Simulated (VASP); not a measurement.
Input of a VASP 6.6.1 run:

File POSCAR:

```
Ga2C3
1.0
    3.4756830189      0.0000000000      0.0000000000
   -1.7378415094      3.0100297898      0.0000000000
    0.0000000000      0.0000000000      5.4075981994
Ga C
2 3
Direct
    0.3333333333      0.6666666667      0.2450000000
    0.6666666667      0.3333333333      0.7550000000
    0.0000000000      0.0000000000      0.0000000000
    0.3333333333      0.6666666667      0.6450000000
    0.6666666667      0.3333333333      0.3550000000
```

The input INCAR.step1:

```
PREC     = Accurate       # precision mode
ENCUT    = 660            # plane-wave cutoff, eV
ISMEAR   = 0              # smearing method
SIGMA    = 0.1            # smearing width, eV
LREAL    = False          # projectors in reciprocal space
LASPH    = True           # aspherical terms in the spheres
NELM     = 200            # most SCF steps
ISPIN    = 2              # spin polarisation
MAGMOM   = 0 0 1 1 1      # initial moments
NBANDS   = 31             # bands
GGA      = PE             # functional
ALGO     = Normal         # electronic algorithm
EDIFF    = 1E-5           # SCF threshold, eV
LWAVE    = True           # write WAVECAR
LCHARG   = False          # write CHGCAR
GGA_COMPAT= False
```

Contents of INCAR.step2:

```
PREC     = Accurate       # precision mode
ENCUT    = 660            # plane-wave cutoff, eV
EDIFF    = 1E-6           # SCF threshold, eV
ISMEAR   = 0              # smearing method
SIGMA    = 0.1            # smearing width, eV
LREAL    = False          # projectors in reciprocal space
LASPH    = True           # aspherical terms in the spheres
NELM     = 200            # most SCF steps
ALGO     = Normal         # electronic algorithm
ISIF     = 2              # what is computed and relaxed
LWAVE    = False          # write WAVECAR
LCHARG   = True           # write CHGCAR
ISPIN    = 2              # spin polarisation
MAGMOM   = 0 0 1 1 1      # initial moments
LORBIT   = 11             # projections on sites
METAGGA  = R2SCAN         # meta-GGA
LMIXTAU  = True         
LELF     = True           # ELF
LVHAR    = True         
NBANDS   = 31             # bands
ISTART   = 1            
GGA_COMPAT= False
```

The input KPOINTS:

```
Automatic mesh
0
Gamma
  6 6 4
```

Potentials or basis: VASP PAW PBE potentials, release 64 (Ga_d, C).

Run with:

```console
$ cat potpaw_PBE.64/Ga_d/POTCAR potpaw_PBE.64/C/POTCAR > POTCAR
$ cp INCAR.step1 INCAR
$ mpirun -np 1 vasp_std > vasp.out
$ cp INCAR.step2 INCAR
$ mpirun -np 1 vasp_std > vasp.out
```

Task: What does it give for the largest force?

Result: 0.974 eV/Å.

Task: Predict the net moment.

Result: 0.00 μB per cell.

Stress tensor (GPa, compression positive):
```
-9.36  0.00  0.00
 0.00 -9.36  0.00
 0.00  0.00  4.30
```

Caveat: the stress differs along the axes, from -9 to 4 GPa; the PAW data sets were made with another functional, which shifts forces and pressure a little.
